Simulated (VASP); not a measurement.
# Sb (Pm-3m) in VASP: a series of runs

Sb is run at these levels: PBEsol; tasks: single point.

All numbers are computed with VASP 6.6.1; they aren't measurements. Logs are shortened: lines on timing, memory, paths and dates and some standing lists are left out, and cuts for length are marked.

### Step 1. The cell of the first run

Symmetry: Pm-3m, No. 221, cubic system. The conventional cell has a = 3.160 Å, b = 3.160 Å, c = 3.160 Å, α = 90.00°, β = 90.00°, γ = 90.00°. Sb (site symmetry m-3m) has 6 Sb at 3.16 Å within 4.2 Å.

This isn't the form of Sb at room conditions, which is rhombohedral.

### Step 2. Single point, PBEsol

Input file INCAR:

```
SYSTEM = Sb
PREC = Accurate ; ENCUT = 520
EDIFF = 1E-6 ; ISMEAR = 0
SIGMA = 0.1 ; LREAL = .FALSE.
LASPH = .TRUE. ; NELM = 100
ALGO = Normal ; ISIF = 2
LWAVE = .FALSE. ; LCHARG = .FALSE.
GGA = PS ; NBANDS = 8
```

Input file KPOINTS:

```
Automatic mesh
0
G
  6 6 6
  0 0 0
```

Input file POSCAR:

```
Sb
1.0
    3.1600000000      0.0000000000      0.0000000000
    0.0000000000      3.1600000000      0.0000000000
    0.0000000000      0.0000000000      3.1600000000
Sb
1
Direct
    0.0000000000      0.0000000000      0.0000000000
```

Potentials or basis: VASP PAW PBE potentials, release 64 (Sb).

On the command line:

```console
cat potpaw_PBE.64/Sb/POTCAR > POTCAR
mpirun -np 1 vasp_std > vasp.out
```

OUTCAR:

```text
SYSTEM = Sb
   PREC = Accurate
   ENCUT = 520
   EDIFF = 1E-6
   ISMEAR = 0
   LREAL = .FALSE.
   LASPH = .TRUE.
   NELM = 100
   ISIF = 2
   GGA = PS

 ion  position               nearest neighbor table
   1  0.000  0.000  0.000-

  LATTYP: Found a simple cubic cell.
 ALAT       =     3.1600000000

  Lattice vectors:

 A1 = (   3.1600000000,   0.0000000000,   0.0000000000)
 A2 = (   0.0000000000,   3.1600000000,   0.0000000000)
 A3 = (   0.0000000000,   0.0000000000,   3.1600000000)

Analysis of symmetry for initial positions (statically):
=====================================================================
 Subroutine PRICEL returns:
 Original cell was already a primitive cell.

 Routine SETGRP: Setting up the symmetry group for a
 simple cubic supercell.

 Subroutine GETGRP returns: Found 48 space group operations
 (whereof 48 operations were pure point group operations)
 out of a pool of 48 trial point group operations.

The static configuration has the point symmetry O_h .

Analysis of symmetry for dynamics (positions and initial velocities):
=====================================================================
 Subroutine PRICEL returns:
 Original cell was already a primitive cell.

 Routine SETGRP: Setting up the symmetry group for a
 simple cubic supercell.

 Subroutine GETGRP returns: Found 48 space group operations
 (whereof 48 operations were pure point group operations)
 out of a pool of 48 trial point group operations.

The dynamic configuration has the point symmetry O_h .

 Subroutine INISYM returns: Found 48 space group operations
 (whereof 48 operations are pure point group operations),
 and found     1 'primitive' translations

----------------------------------------------------------------------------------------

                                     Primitive cell

  volume of cell :      31.5545

  direct lattice vectors                    reciprocal lattice vectors
     3.160000000  0.000000000  0.000000000     0.316455696  0.000000000  0.000000000
     0.000000000  3.160000000  0.000000000     0.000000000  0.316455696  0.000000000
     0.000000000  0.000000000  3.160000000     0.000000000  0.000000000  0.316455696

  length of vectors
     3.160000000  3.160000000  3.160000000     0.316455696  0.316455696  0.316455696

  position of ions in fractional coordinates (direct lattice)
     0.000000000  0.000000000  0.000000000

  ion indices of the primitive-cell ions
   primitive index   ion index
                 1           1

----------------------------------------------------------------------------------------

 KPOINTS: Automatic mesh

Automatic generation of k-mesh.
 Grid dimensions read from file:
 generate k-points for:    6    6    6

 Generating k-lattice:

  Cartesian coordinates                     Fractional coordinates (reciprocal lattice)
     0.052742616  0.000000000  0.000000000     0.166666667  0.000000000  0.000000000
     0.000000000  0.052742616  0.000000000     0.000000000  0.166666667  0.000000000
     0.000000000  0.000000000  0.052742616     0.000000000  0.000000000  0.166666667

  Length of vectors
     0.052742616  0.052742616  0.052742616

  Shift w.r.t. Gamma in fractional coordinates (k-lattice)
     0.000000000  0.000000000  0.000000000

 Subroutine IBZKPT returns following result:
 ===========================================

 Found     20 irreducible k-points:

 Following reciprocal coordinates:
            Coordinates               Weight
  0.000000  0.000000  0.000000      1.000000
  0.166667  0.000000  0.000000      6.000000
  0.333333  0.000000  0.000000      6.000000
  0.500000  0.000000  0.000000      3.000000
  0.166667  0.166667  0.000000     12.000000
  0.333333  0.166667  0.000000     24.000000
[... 12 lines left out ...]
  0.500000  0.500000  0.333333      6.000000
  0.500000  0.500000  0.500000      1.000000
   k-points           NKPTS =     20   k-points in BZ     NKDIM =     20   number of bands    NBANDS=      8
   number of dos      NEDOS =    301   number of ions     NIONS =      1
   total plane-waves  NPLWV =  13824
   dimension x,y,z NGX =    24 NGY =   24 NGZ =   24
   dimension x,y,z NGXF=    48 NGYF=   48 NGZF=   48
   ions per type =               1
   NGX,Y,Z   is equivalent  to a cutoff of  12.63, 12.63, 12.63 a.u.
   NGXF,Y,Z  is equivalent  to a cutoff of  25.25, 25.25, 25.25 a.u.
 SYSTEM =  Sb
   PREC   = accura    normal or accurate (medium, high low for compatibility)
   ISTART =      0    job   : 0-new  1-cont  2-samecut
   ICHARG =      2    charge: 1-file 2-atom 10-const
   ISPIN  =      1    spin polarized calculation?
   LNONCOLLINEAR =      F non collinear calculations
   LSORBIT =      F    spin-orbit coupling
   LASPH  =      T    aspherical Exc in radial PAW
   ENCUT  =  520.0 eV  38.22 Ry    6.18 a.u.   5.88  5.88  5.88*2*pi/ulx,y,z
   NELM   =    100;   NELMIN=  2; NELMDL= -5     # of ELM steps
   EDIFF  = 0.1E-05   stopping-criterion for ELM
   LREAL  =      F    real-space projection
   EDIFFG = 0.1E-04   stopping-criterion for IOM
   NSW    =      0    number of steps for IOM
   IBRION =     -1    ionic relax: 0-MD 1-quasi-New 2-CG
   NFREE  =      0    steps in history (QN), initial steepest desc. (CG)
   ISIF   =      2    stress and relaxation
   ISYM   =      2    0-nonsym 1-usesym 2-fastsym
   POTIM  = 0.5000    time-step for ionic-motion
   TEBEG  =    0.0;   TEEND  =   0.0 temperature during run
   PSTRESS=    0.0 pullay stress
   NELECT =       5.0000    total number of electrons
   NUPDOWN=      -1.0000    fix difference up-down
   EMIN   =  10.00;   EMAX   =-10.00  energy-range for DOS
   EFERMI =   0.00;   METHOD = LEGACY
   ISMEAR =     0;   SIGMA  =   0.10  broadening in eV -4-tet -1-fermi 0-gaus
   EFERMI_NEDOS =   21; number of points for ismear=-14 and -15
   IALGO  =     38    algorithm
   IMIX   =      4    mixing-type and parameters
     AMIX     =   0.40;   BMIX     =  1.00
     AMIX_MAG =   1.60;   BMIX_MAG =  1.00
  volume/ion in A,a.u.               =      31.55       212.94
  Fermi-wavevector in a.u.,A,eV,Ry     =   0.885886  1.674081 10.677766  0.784794
  Thomas-Fermi vector in A             =   2.006979
   LORBIT       =      0    0 simple, 1 ext, 2 COOP (PROOUT), +10 PAW based schemes
   GGA     = PS    functional components
   LHFCALC =     F    Hartree Fock is set to
   AEXX    =    0.0000 exact exchange contribution
   IVDW    =     0    specifies the selected vdW correction
   LEPSILON=     F    determine dielectric tensor
   LRPA    =     F    only Hartree local field effects (RPA)
 non-spin polarized calculation
 Gauss-broadening in eV      SIGMA  =   0.10
  energy-cutoff  :      520.00
  volume of cell :       31.55
 maximum number of plane-waves:       872
 NGX is ok and might be reduce to    24
   NGX = 11   NGY = 11   NGZ = 11

 number of electron       5.0000001 magnetization

 Free energy of the ion-electron system (eV)
  ---------------------------------------------------
  ext. energy  EPLUGINS =         0.00000000
  ---------------------------------------------------
  free energy    TOTEN  =        -4.52285058 eV

  energy without entropy =       -4.51956012  energy(sigma->0) =       -4.52120535

 E-fermi :   6.5232     XC(G=0):  -9.5109

 val. band max:        6.4400635675   @ k =   0.5000   0.3333   0.3333
 cond. band min:       6.6046945041   @ k =   0.1667   0.1667   0.0000
 fundamental gap:      0.1646309366
 Fermi energy:         6.5232378690

 k-point     1 :       0.0000    0.0000    0.0000
  band No.  band energies     occupation
      1      -5.6664      2.00000
      2       9.4326      0.00000
      3       9.4326      0.00000
      4       9.4326      0.00000
      5      13.2056      0.00000
      6      13.2056      0.00000
      7      14.1043      0.00000
      8      23.7379      0.00000

 k-point     2 :       0.1667    0.0000    0.0000
  band No.  band energies     occupation
      1      -5.2912      2.00000
      2       6.3587      1.98002
      3       9.7908      0.00000
      4       9.7908      0.00000
      5      13.5164      0.00000
      6      14.1007      0.00000
      7      17.1504      0.00000
      8      21.3953      0.00000

 k-point     3 :       0.3333    0.0000    0.0000
  band No.  band energies     occupation
      1      -4.2717      2.00000
      2       2.8082      2.00000
      3      10.6750      0.00000
      4      10.6750      0.00000
      5      14.3960      0.00000
      6      15.1680      0.00000
      7      18.7878      0.00000
      8      18.7878      0.00000

 k-point     4 :       0.5000    0.0000    0.0000
  band No.  band energies     occupation
      1      -3.4397      2.00000
      2       1.0903      2.00000
      3      11.2676      0.00000
      4      11.2676      0.00000
      5      15.2210      0.00000
      6      16.6676      0.00000
      7      17.3707      0.00000
      8      17.5948      0.00000

 k-point     5 :       0.1667    0.1667    0.0000
  band No.  band energies     occupation
      1      -4.9156      2.00000
      2       6.6047      0.24933
      3       6.8453      0.00001
      4      10.1501      0.00000
      5      14.1095      0.00000
      6      17.0457      0.00000
      7      17.1601      0.00000
      8      18.9083      0.00000

 k-point     6 :       0.3333    0.1667    0.0000
  band No.  band energies     occupation
      1      -3.8941      2.00000
      2       3.1682      2.00000
      3       7.6794      0.00000
      4      11.0367      0.00000
      5      14.4809      0.00000
      6      15.3367      0.00000
      7      18.4427      0.00000
      8      19.0755      0.00000

 k-point     7 :       0.5000    0.1667    0.0000
  band No.  band energies     occupation
      1      -3.0582      2.00000
      2       1.4470      2.00000
      3       8.3871      0.00000
      4      11.6312      0.00000
      5      13.2408      0.00000
      6      16.3197      0.00000
      7      17.6187      0.00000
      8      17.8923      0.00000

 k-point     8 :       0.3333    0.3333    0.0000
  band No.  band energies     occupation
      1      -2.8612      2.00000
      2       3.9552      2.00000
      3       4.2767      2.00000
      4      11.4973      0.00000
      5      11.9253      0.00000
      6      16.2063      0.00000
      7      19.7304      0.00000
      8      20.0015      0.00000

 k-point     9 :       0.5000    0.3333    0.0000
  band No.  band energies     occupation
      1      -2.0036      2.00000
      2       2.3616      2.00000
      3       4.8166      2.00000
      4      10.0481      0.00000
      5      12.5177      0.00000
      6      17.3948      0.00000
      7      18.5918      0.00000
      8      18.7201      0.00000

 k-point    10 :       0.5000    0.5000    0.0000
  band No.  band energies     occupation
      1      -1.1019      2.00000
      2       3.0195      2.00000
      3       3.0195      2.00000
      4       8.6214      0.00000
      5      13.1002      0.00000
      6      18.7668      0.00000
      7      19.3772      0.00000
      8      19.3773      0.00000
[... 34 lines left out ...]
 k-point    14 :       0.3333    0.3333    0.1667
  band No.  band energies     occupation
      1      -2.4807      2.00000
      2       4.3035      2.00000
      3       4.6370      2.00000
      4       9.0109      0.00000
      5      11.8727      0.00000
      6      15.8676      0.00000
      7      16.2803      0.00000
      8      19.8080      0.00000

 k-point    15 :       0.5000    0.3333    0.1667
  band No.  band energies     occupation
      1      -1.6181      2.00000
      2       2.7129      2.00000
      3       5.1644      2.00000
      4       9.7365      0.00000
      5      10.3957      0.00000
      6      14.6893      0.00000
      7      16.8926      0.00000
      8      20.1446      0.00000

 k-point    16 :       0.5000    0.5000    0.1667
  band No.  band energies     occupation
      1      -0.7094      2.00000
      2       3.3651      2.00000
      3       3.3651      2.00000
      4       8.9901      0.00000
      5      10.4111      0.00000
      6      15.5553      0.00000
      7      15.5553      0.00000
      8      18.5500      0.00000

 k-point    17 :       0.3333    0.3333    0.3333
  band No.  band energies     occupation
      1      -1.4317      2.00000
      2       5.1774      2.00000
      3       5.1774      2.00000
      4       5.8937      2.00000
      5      12.3342      0.00000
      6      13.2470      0.00000
      7      13.2470      0.00000
      8      18.5110      0.00000

 k-point    18 :       0.5000    0.3333    0.3333
  band No.  band energies     occupation
      1      -0.5413      2.00000
      2       3.6029      2.00000
      3       5.7796      2.00000
      4       6.4401      1.76051
      5      11.0660      0.00000
      6      11.9154      0.00000
      7      13.8881      0.00000
      8      16.8888      0.00000

 k-point    19 :       0.5000    0.5000    0.3333
  band No.  band energies     occupation
      1       0.4093      2.00000
      2       4.2278      2.00000
      3       4.2278      2.00000
      4       6.7801      0.00028
      5      10.0585      0.00000
      6      12.5162      0.00000
      7      12.5162      0.00000
      8      15.1643      0.00000

 k-point    20 :       0.5000    0.5000    0.5000
  band No.  band energies     occupation
      1       1.4620      2.00000
      2       4.8155      2.00000
      3       4.8155      2.00000
      4       4.8155      2.00000
      5      11.1929      0.00000
      6      11.1929      0.00000
      7      11.1929      0.00000
      8      13.2528      0.00000

------------------------ aborting loop because EDIFF is reached ----------------------------------------

  FORCE on cell =-STRESS in cart. coord.  units (eV):
  Direction    XX          YY          ZZ          XY          YZ          ZX
  --------------------------------------------------------------------------------------
  -------------------------------------------------------------------------------------
  Total       -0.7427948     -0.7427948     -0.7427948     -0.0000000      0.0000000      0.0000000
  in kB      -37.7153557    -37.7153557    -37.7153557     -0.0000000      0.0000000      0.0000000
  external PRESSURE =     -37.7153557 kB  Pullay stress =       0.0000000 kB

 VOLUME and BASIS-vectors are now :
 -----------------------------------------------------------------------------
  energy-cutoff  :      520.00
  volume of cell :       31.55
      direct lattice vectors                 reciprocal lattice vectors
     3.160000000  0.000000000  0.000000000     0.316455696  0.000000000  0.000000000
     0.000000000  3.160000000  0.000000000     0.000000000  0.316455696  0.000000000
     0.000000000  0.000000000  3.160000000     0.000000000  0.000000000  0.316455696

 POSITION                                       TOTAL-FORCE (eV/Angst)
 -----------------------------------------------------------------------------------
      0.00000      0.00000      0.00000         0.000000      0.000000      0.000000
 -----------------------------------------------------------------------------------
    total drift:                               -0.000000      0.000000      0.000000

  FREE ENERGIE OF THE ION-ELECTRON SYSTEM (eV)
  ---------------------------------------------------
  free  energy   TOTEN  =        -4.5228505770 eV

  energy  without entropy=       -4.5195601209  energy(sigma->0) =       -4.52120535
```

Run time: 2.2 s. Hardware: 1 thread of Intel Xeon 6975P-C (Granite Rapids), shared host; peak memory 0.13 GiB.

Results:

```yaml
Free_energy: -4.5229 eV
Pressure: -3.8 GPa
Band_gap_on_the_k_mesh: zero (an odd number of electrons rules out a gap without spin polarisation)
```

Caveat: the cell stands under tension; the PAW data sets were made with another functional, which shifts forces and pressure a little; spin-orbit coupling is left out, which moves the levels of the heavy elements.

### Step 3. Single point, PBEsol

This run uses another cell than the first one, of 28.70 Å³/atom.

INCAR is that of step 2.

Input file KPOINTS:

```
regular mesh
0
G
  14 14 14
  0 0 0
```

Input file POSCAR:

```
Sb
1.0
    3.0617437791      0.0000000000      0.0000000000
    0.0000000000      3.0617437791      0.0000000000
    0.0000000000      0.0000000000      3.0617437791
Sb
1
Direct
    0.0000000000      0.0000000000      0.0000000000
```

Potentials or basis: VASP PAW PBE potentials, release 64 (Sb).

On the command line:

```console
cat potpaw_PBE.64/Sb/POTCAR > POTCAR
mpirun -np 1 vasp_std > vasp.out
```

It took 5.2 s on 1 thread of Intel Xeon 6975P-C (Granite Rapids), shared host; peak memory 0.14 GiB.

Results (log left out):

```yaml
Free_energy: -4.5373 eV
Pressure: 0.1 GPa
Band_gap_on_the_k_mesh: zero (an odd number of electrons rules out a gap without spin polarisation)
```

Levels at points of the mesh, in eV from the Fermi level:
```csv
k point,band 1,band 2,band 3,band 4,band 5,band 6,band 7,band 8
"(0.00, 0.00, 0.00)",-12.65,3.42,3.42,3.42,7.05,7.05,8.43,18.01
"(0.50, 0.00, 0.00)",-10.08,-5.81,5.56,5.56,9.23,10.68,11.55,11.63
"(0.50, 0.50, 0.00)",-7.34,-3.66,-3.66,2.03,7.76,13.27,13.42,13.42
"(0.50, 0.50, 0.50)",-4.26,-1.63,-1.63,-1.63,4.82,4.82,4.82,6.79
```

Caveat: the PAW data sets were made with another functional, which shifts forces and pressure a little; spin-orbit coupling is left out, which moves the levels of the heavy elements.

### Step 4. Single point, PBEsol

Input file INCAR:

```
PREC     = Accurate       # precision mode
ENCUT    = 520            # plane-wave cutoff, eV
EDIFF    = 1E-7           # SCF threshold, eV
ISMEAR   = 0              # smearing method
SIGMA    = 0.1            # smearing width, eV
LREAL    = F              # projectors in reciprocal space
LASPH    = T              # aspherical terms in the spheres
NELM     = 100            # most SCF steps
ALGO     = Normal         # electronic algorithm
ISIF     = 2              # what is computed and relaxed
LWAVE    = F              # write WAVECAR
LCHARG   = T              # write CHGCAR
GGA      = PS             # functional
LELF     = T              # ELF
LVHAR    = T            
NBANDS   = 8              # bands
```

Input file KPOINTS:

```
Automatic mesh
0
Gamma
  12 12 12
```

Input file POSCAR:

```
Sb
1.0
    3.1600000000      0.0000000000      0.0000000000
    0.0000000000      3.1600000000      0.0000000000
    0.0000000000      0.0000000000      3.1600000000
Sb
1
Direct
    0.0474683544      0.0000000000      0.0000000000
```

On the command line:

```console
cat potpaw_PBE.64/Sb/POTCAR > POTCAR
mpirun -np 1 vasp_std > vasp.out
```

Wall time 16 s (1 thread of AMD EPYC 7R43 (Zen 3), shared host); peak memory 0.12 GiB.

It converged, with:

```yaml
Free_energy: -4.4771 eV
Pressure: -4.6 GPa
Band_gap_on_the_k_mesh: zero (an odd number of electrons rules out a gap without spin polarisation)
```

Levels at points of the mesh, in eV from the Fermi level:
| k point | band 1 | band 2 | band 3 | band 4 | band 5 | band 6 | band 7 | band 8 |
| --- | --- | --- | --- | --- | --- | --- | --- | --- |
| (0.00, 0.00, 0.00) | -12.05 | 3.05 | 3.05 | 3.05 | 6.82 | 6.82 | 7.72 | 17.34 |
| (0.50, 0.00, 0.00) | -9.83 | -5.29 | 4.88 | 4.88 | 8.83 | 10.29 | 10.99 | 11.21 |
| (0.50, 0.50, 0.00) | -7.50 | -3.36 | -3.36 | 2.25 | 6.71 | 12.37 | 13.00 | 13.00 |
| (0.50, 0.50, 0.50) | -4.94 | -1.57 | -1.57 | -1.57 | 4.82 | 4.82 | 4.82 | 6.88 |

Caveat: the cell stands under tension; the PAW data sets were made with another functional, which shifts forces and pressure a little; spin-orbit coupling is left out, which moves the levels of the heavy elements.

### Step 5. Summary

| cell | k mesh | gap on the mesh (eV) | pressure (GPa) |
| --- | --- | --- | --- |
| a = 3.160 Å, 1 atom | 6 × 6 × 6 | none | -3.8 |
| a = 3.062 Å, 1 atom | 14 × 14 × 14 | none | 0.1 |
| a = 3.160 Å, 1 atom | 12 × 12 × 12 | none | -4.6 |

Alike in all rows: task single point; level PBEsol; potentials or basis VASP PAW PBE potentials, release 64 (Sb); no spin polarisation; cutoff (eV) 520; smearing gaussian 0.1 eV.

Caveats: the PAW data sets were made with another functional, which shifts forces and pressure a little; spin-orbit coupling is left out, which moves the levels of the heavy elements; the cell stands under tension (at least some runs).

Total energies depend on the potentials used, so only differences within one code and one set of settings carry meaning.
